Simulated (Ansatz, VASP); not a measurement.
## Ti in VASP and in Ansatz

```
Ti
1.0
     0.00000    1.99973    1.99973
     1.99973    0.00000    1.99973
     1.99973    1.99973    0.00000
Ti
1
Direct
  0.00000 0.00000 0.00000
```

Alike in both runs: task single point; functional PBE; k mesh 18 × 18 × 18; occupations gaussian, width 0.1 eV; no spin polarisation.

```csv
,VASP,Ansatz
version,VASP 6.6.1,Ansatz 0.2.0
potentials or method,"VASP PAW PBE potentials, release 64 (Ti_sv), cutoff 520 eV","scalar-relativistic, plane waves, PAW"
valence electrons in the cell,12,12
```

VASP gave:

* gap on the k mesh at the Fermi level (eV): none
* pressure (GPa): 9.9

Task: What did Ansatz give for the same quantities?

Result: gap on the k mesh at the Fermi level (eV): none; pressure (GPa): 10.3.

A gap of «none» marks a metal or a gap that the smearing closes.
